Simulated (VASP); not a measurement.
# SnS2 (P-3m1) in VASP: vibrations by perturbation theory with PBEsol

Aim: the vibrations by perturbation theory of SnS2 with PBEsol.

Program: VASP 6.6.1. These are calculated values, not measurements. Logs are shortened: lines on timing, memory, paths and dates and some standing lists are left out, and cuts for length are marked.

## 1. The cell of the first run

It takes space group P-3m1 (No. 164, trigonal). Conventional cell: a = 3.395 Å, b = 3.395 Å, c = 4.649 Å, α = 90.00°, β = 90.00°, γ = 120.00°. Sn (site symmetry -3m) has 6 S at 2.44 Å within 3.2 Å. Within 3.2 Å of S (site symmetry 3m) lie 3 Sn at 2.44 Å and 3 S at 2.62 Å.

## 2. Vibrations by perturbation theory, PBEsol

INCAR

```
  PREC = Accurate
  ENCUT = 500
  EDIFF = 1E-8
  ISMEAR = -1
  SIGMA = 0.15
  LREAL = F
  LASPH = T
  NELM = 120
  ALGO = Normal
  ISIF = 2
  LWAVE = F
  LCHARG = T
  GGA = PS
  NBANDS = 20
  IBRION = 8
  NSW = 1
  GGA_COMPAT = F
```

KPOINTS

```
regular mesh
0
Gamma
  12 12 10
```

POSCAR

```
SnS2
1.0
    3.3951120975      0.0000000000      0.0000000000
   -1.6975560487      2.9402533251      0.0000000000
    0.0000000000      0.0000000000      4.6490310327
Sn S
1 2
Direct
    0.0000000000      0.0000000000      0.0000000000
    0.6666666667      0.3333333333      0.3133369448
    0.3333333333      0.6666666667      0.6866630552
```

Potentials or basis: VASP PAW PBE potentials, release 64 (Sn_d, S).

The run is started by

```bash
$ cat potpaw_PBE.64/Sn_d/POTCAR potpaw_PBE.64/S/POTCAR > POTCAR
$ mpirun -np 1 vasp_std > vasp.out
```

OUTCAR:

```text
PREC = Accurate
   ENCUT = 500
   EDIFF = 1E-8
   ISMEAR = -1
   LREAL = F
   LASPH = T
   NELM = 120
   ISIF = 2
   GGA = PS
   IBRION = 8
   NSW = 1

 ion  position               nearest neighbor table
   1  0.000  0.000  0.000-   2 2.44   3 2.44   3 2.44   2 2.44   2 2.44   3 2.44
   2  0.667  0.333  0.313-   1 2.44   1 2.44   1 2.44   3 2.62   3 2.62   3 2.62
   3  0.333  0.667  0.687-   1 2.44   1 2.44   1 2.44   2 2.62   2 2.62   2 2.62

  LATTYP: Found a hexagonal cell.
 ALAT       =     3.3951120975
 C/A-ratio  =     1.3693306433

  Lattice vectors:

 A1 = (   3.3951120975,   0.0000000000,   0.0000000000)
 A2 = (  -1.6975560487,   2.9402533251,   0.0000000000)
 A3 = (   0.0000000000,   0.0000000000,   4.6490310327)

Analysis of symmetry for initial positions (statically):
=====================================================================
 Subroutine PRICEL returns:
 Original cell was already a primitive cell.

 Routine SETGRP: Setting up the symmetry group for a
 hexagonal supercell.

 Subroutine GETGRP returns: Found 12 space group operations
 (whereof 12 operations were pure point group operations)
 out of a pool of 24 trial point group operations.

The static configuration has the point symmetry D_3d.

Analysis of symmetry for dynamics (positions and initial velocities):
=====================================================================
 Subroutine PRICEL returns:
 Original cell was already a primitive cell.

 Routine SETGRP: Setting up the symmetry group for a
 hexagonal supercell.

 Subroutine GETGRP returns: Found 12 space group operations
 (whereof 12 operations were pure point group operations)
 out of a pool of 24 trial point group operations.

The dynamic configuration has the point symmetry D_3d.

 Subroutine INISYM returns: Found 12 space group operations
 (whereof 12 operations are pure point group operations),
 and found     1 'primitive' translations

----------------------------------------------------------------------------------------

                                     Primitive cell

  volume of cell :      46.4089

  direct lattice vectors                    reciprocal lattice vectors
     3.395112098  0.000000000  0.000000000     0.294541085  0.170053375  0.000000000
    -1.697556049  2.940253325  0.000000000     0.000000000  0.340106749  0.000000000
     0.000000000  0.000000000  4.649031033     0.000000000  0.000000000  0.215098586

  length of vectors
     3.395112098  3.395112097  4.649031033     0.340106749  0.340106749  0.215098586

  position of ions in fractional coordinates (direct lattice)
     0.000000000  0.000000000  0.000000000
     0.666666667  0.333333333  0.313336945
     0.333333333  0.666666667  0.686663055

  ion indices of the primitive-cell ions
   primitive index   ion index
                 1           1
                 2           2
                 3           3

----------------------------------------------------------------------------------------

 KPOINTS: regular mesh

Automatic generation of k-mesh.
 Grid dimensions read from file:
 generate k-points for:   12   12   10

 Generating k-lattice:

  Cartesian coordinates                     Fractional coordinates (reciprocal lattice)
     0.024545090  0.014171115  0.000000000     0.083333333 -0.000000000  0.000000000
     0.000000000  0.028342229  0.000000000     0.000000000  0.083333333  0.000000000
     0.000000000  0.000000000  0.021509859     0.000000000  0.000000000  0.100000000

  Length of vectors
     0.028342229  0.028342229  0.021509859

  Shift w.r.t. Gamma in fractional coordinates (k-lattice)
     0.000000000  0.000000000  0.000000000

 Subroutine IBZKPT returns following result:
 ===========================================

 Found    162 irreducible k-points:

 Following reciprocal coordinates:
            Coordinates               Weight
  0.000000  0.000000  0.000000      1.000000
  0.083333  0.000000  0.000000      6.000000
  0.166667  0.000000  0.000000      6.000000
  0.250000  0.000000  0.000000      6.000000
  0.333333  0.000000  0.000000      6.000000
[... 39 lines left out ...]
   LREAL  =      F    real-space projection
   EDIFFG = 0.1E-06   stopping-criterion for IOM
   NSW    =      1    number of steps for IOM
   IBRION =      8    ionic relax: 0-MD 1-quasi-New 2-CG
   NFREE  =      0    steps in history (QN), initial steepest desc. (CG)
   ISIF   =      2    stress and relaxation
   ISYM   =      2    0-nonsym 1-usesym 2-fastsym
   POTIM  = 0.5000    time-step for ionic-motion
   TEBEG  =    0.0;   TEEND  =   0.0 temperature during run
   PSTRESS=    0.0 pullay stress
   NELECT =      26.0000    total number of electrons
   NUPDOWN=      -1.0000    fix difference up-down
   EMIN   =  10.00;   EMAX   =-10.00  energy-range for DOS
   EFERMI =   0.00;   METHOD = LEGACY
   ISMEAR =    -1;   SIGMA  =   0.15  broadening in eV -4-tet -1-fermi 0-gaus
   EFERMI_NEDOS =   21; number of points for ismear=-14 and -15
   IALGO  =     38    algorithm
   IMIX   =      4    mixing-type and parameters
     AMIX     =   0.40;   BMIX     =  1.00
     AMIX_MAG =   1.60;   BMIX_MAG =  1.00
  volume/ion in A,a.u.               =      15.47       104.39
  Fermi-wavevector in a.u.,A,eV,Ry     =   1.349581  2.550338 24.781215  1.821368
  Thomas-Fermi vector in A             =   2.477156
   LORBIT       =      0    0 simple, 1 ext, 2 COOP (PROOUT), +10 PAW based schemes
   GGA     = PS    functional components
   LHFCALC =     F    Hartree Fock is set to
   AEXX    =    0.0000 exact exchange contribution
   IVDW    =     0    specifies the selected vdW correction
   LEPSILON=     F    determine dielectric tensor
   LRPA    =     F    only Hartree local field effects (RPA)
 non-spin polarized calculation
  energy-cutoff  :      500.00
  volume of cell :       46.41
 maximum number of plane-waves:      1205
 NGX is ok and might be reduce to    28
   NGX = 13   NGY = 13   NGZ = 17

--------------------------------------- Ionic step        1  -------------------------------------------

 number of electron      25.9999990 magnetization

 Free energy of the ion-electron system (eV)
  ---------------------------------------------------
  ext. energy  EPLUGINS =         0.00000000
  ---------------------------------------------------
  free energy    TOTEN  =       -12.55393456 eV

  energy without entropy =      -12.52183915  energy(sigma->0) =      -12.53788685

 E-fermi :  11.2872     XC(G=0): -11.8883

 val. band max:       11.2425053418   @ k =   0.0833   0.0833   0.1000
 cond. band min:      11.3347784187   @ k =   0.0833   0.0000   0.0000
 fundamental gap:      0.0922730768
 Fermi energy:        11.2872411881

 k-point     1 :       0.0000    0.0000    0.0000
  band No.  band energies     occupation
      1     -10.9522      2.00000
      2     -10.9522      2.00000
      3     -10.8783      2.00000
      4     -10.8046      2.00000
      5     -10.8046      2.00000
      6      -6.4366      2.00000
[... 541 lines left out ...]
     19      18.8743      0.00000
     20      19.7010      0.00000

 [... further k-points ...]

------------------------ aborting loop because EDIFF is reached ----------------------------------------

  FORCE on cell =-STRESS in cart. coord.  units (eV):
  Direction    XX          YY          ZZ          XY          YZ          ZX
  --------------------------------------------------------------------------------------
  -------------------------------------------------------------------------------------
  Total       11.5656477     11.5656477     11.5889052      0.0000000     -0.0000000      0.0000000
  in kB      399.2815383    399.2815383    400.0844563      0.0000000     -0.0000000      0.0000000
  external PRESSURE =     399.5491776 kB  Pullay stress =       0.0000000 kB

 VOLUME and BASIS-vectors are now :
 -----------------------------------------------------------------------------
  energy-cutoff  :      500.00
  volume of cell :       46.41
      direct lattice vectors                 reciprocal lattice vectors
     3.395112098  0.000000000  0.000000000     0.294541085  0.170053375  0.000000000
    -1.697556049  2.940253325  0.000000000     0.000000000  0.340106749  0.000000000
     0.000000000  0.000000000  4.649031033     0.000000000  0.000000000  0.215098586

 POSITION                                       TOTAL-FORCE (eV/Angst)
 -----------------------------------------------------------------------------------
      0.00000      0.00000      0.00000        -0.000000      0.000000      0.000000
      1.69756      0.98008      1.45671         0.000000     -0.000000     -0.032078
     -0.00000      1.96017      3.19232        -0.000000      0.000000      0.032078
 -----------------------------------------------------------------------------------
    total drift:                                0.000000     -0.000000     -0.000000

  FREE ENERGIE OF THE ION-ELECTRON SYSTEM (eV)
  ---------------------------------------------------
  free  energy   TOTEN  =       -12.5539345569 eV

  energy  without entropy=      -12.5218391465  energy(sigma->0) =      -12.53788685

[... ionic steps 2 to 3 ...]

--------------------------------------- Ionic step        4  -------------------------------------------

------------------------ aborting loop because EDIFF is reached ----------------------------------------
[... 11 lines left out ...]
[... ionic steps 8 to 8 ...]

--------------------------------------- Ionic step        9  -------------------------------------------

 Free energy of the ion-electron system (eV)
  ---------------------------------------------------
  ---------------------------------------------------
  free energy    TOTEN  =        -0.12029202 eV

  energy without entropy =       -0.12025200

------------------------ aborting loop because EDIFF is reached ----------------------------------------

 INTERNAL STRAIN TENSOR  FOR ION    2  DIRECTION 3   (eV/Angst):
 -----------------------------------------------------------------------------
    -6.20044 -0.00000  0.00000
    -0.00000 -6.20044 -0.00000
     0.00000  0.00000-12.77937

 INTERNAL STRAIN TENSOR FOR ION    3 for displacements in x,y,z  (eV/Angst):
          X           Y           Z          XY          YZ          ZX
  --------------------------------------------------------------------------------
  x     0.00000    -0.00000     0.00000     3.54928     0.00000     8.18863
  y     3.54928    -3.54928     0.00000    -0.00000     7.27266     0.00000
  z     6.20044     6.20044    12.77937     0.00000     0.00000     0.00000

 SECOND DERIVATIVES (NOT SYMMETRIZED)
 ------------------------------------
               1X          1Y          1Z          2X          2Y          2Z          3X          3Y          3Z
  1X   -11.665251   -0.000000    0.000000    5.832625    0.000000    0.000000    5.832625    0.000000    0.000000
  1Y    -0.000000  -11.665251    0.000000    0.000000    5.832625    0.000000    0.000000    5.832625    0.000000
  1Z     0.000000   -0.000000  -22.049942    0.000000    0.000000   11.024971    0.000000    0.000000   11.024971
  2X     5.856558    0.000000   -0.000000   -9.887635   -0.000000   -0.000000    4.031077    0.000000    0.000000
  2Y     0.000000    5.856558    0.000000   -0.000000   -9.887635    0.000000    0.000000    4.031077    0.000000
  2Z    -0.000000    0.000000   11.049307    0.000000    0.000000  -14.053882    0.000000    0.000000    3.004575
  3X     5.856558    0.000000   -0.000000    4.031077    0.000000    0.000000   -9.887635   -0.000000   -0.000000
  3Y     0.000000    5.856558    0.000000    0.000000    4.031077    0.000000   -0.000000   -9.887635    0.000000
  3Z    -0.000000    0.000000   11.049307    0.000000    0.000000    3.004575    0.000000    0.000000  -14.053882

 Eigenvectors and eigenvalues of the dynamical matrix
 ----------------------------------------------------

   1 f  =   11.402451 THz    71.643712 2PiTHz  380.344819 cm-1    47.156726 meV
             X         Y         Z           dx          dy          dz
      0.000000  0.000000  0.000000    -0.000000   -0.000000   -0.000000
      1.697556  0.980084  1.456713    -0.000000   -0.000000   -0.707107
     -0.000000  1.960169  3.192318     0.000000    0.000000    0.707107
[... 43 lines left out ...]
   9 f/i=    0.008090 THz     0.050834 2PiTHz    0.269870 cm-1     0.033460 meV
             X         Y         Z           dx          dy          dz
      0.000000  0.000000  0.000000    -0.806306    0.007117    0.000000
      1.697556  0.980084  1.456713    -0.418206    0.003691    0.000000
     -0.000000  1.960169  3.192318    -0.418206    0.003691    0.000000

--------------------------------------------------------------------------------------------------------

 ELASTIC MODULI CONTR FROM IONIC RELAXATION (kBar)
 Direction    XX          YY          ZZ          XY          YZ          ZX
 --------------------------------------------------------------------------------
 XX        -218.1041    -93.1214   -320.7242     -0.0000   -128.0481     -0.0000
 YY         -93.1214   -218.1041   -320.7242     -0.0000    128.0481      0.0000
 ZZ        -320.7242   -320.7242   -661.0258     -0.0000     -0.0000     -0.0000
 XY          -0.0000     -0.0000     -0.0000    -62.4914      0.0000   -144.1755
 YZ        -128.0481    128.0481     -0.0000      0.0000   -262.3773     -0.0000
 ZX          -0.0000      0.0000     -0.0000   -144.1755     -0.0000   -332.6310
 --------------------------------------------------------------------------------
```

Wall time 15 min (1 thread of Intel Xeon 6975P-C (Granite Rapids), shared host); peak memory 1.2 GiB.

Results:

| Quantity | Value |
| --- | --- |
| Highest phonon frequency at Γ, LO-TO splitting left out | 380 cm⁻¹ |

Phonon frequencies in cm⁻¹ (negative: imaginary):
```tsv
q point	frequencies
(0.000, 0.000, 0.000)	0 0 0 276 276 344 344 380 380
```

Caveat: the cell wasn't relaxed at this level first, which shifts response properties; the PAW data sets were made with another functional, which shifts forces and pressure a little; spin-orbit coupling is left out, which moves the levels of the heavy elements.
